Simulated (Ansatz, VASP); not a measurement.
**One calculation of LiTaBe2N3, two programs**

```
CELL_PARAMETERS angstrom
0.00000 2.89127 0.00000
-0.08133 0.00000 4.27880
5.75703 -1.44563 0.00772
ATOMIC_POSITIONS crystal
Li 0.34000 0.27462 0.68000
Ta 0.72153 0.75173 0.44306
Be 0.49214 0.81195 0.98428
Be 0.13551 0.19623 0.27103
N 0.06891 0.84851 0.13782
N 0.70238 0.27743 0.40476
N 0.35202 0.77703 0.70404
```

Alike in both runs: task single point; functional PBE; k mesh 8 × 6 × 8; occupations gaussian, width 0.2 eV; no spin polarisation.

|  | VASP | Ansatz |
| --- | --- | --- |
| version | VASP 6.6.1 | Ansatz 0.2.0 |
| potentials or method | VASP PAW PBE potentials, release 64 (Li_sv, Ta_pv, Be, N), cutoff 520 eV | scalar-relativistic, plane waves, PAW |
| valence electrons in the cell | 33 | 35 |

```tsv
	VASP	Ansatz	Ansatz less VASP
gap on the k mesh at the Fermi level (eV)	none	none	-
rms of the force components (eV/Å)	0.013	0.011	-0.0020
```

Atom by atom the forces differ by 0.012 eV/Å (rms over components). A gap of «none» marks a metal or a gap that the smearing closes. VASP's potentials hold 33 valence electrons a cell and Ansatz's 35, so a difference there can come from the potentials and not from the codes.

Spin-orbit coupling is off throughout. Noted on VASP's run: the cutoff is under 1.25 times that of the potentials, so the pressure is a little rough.
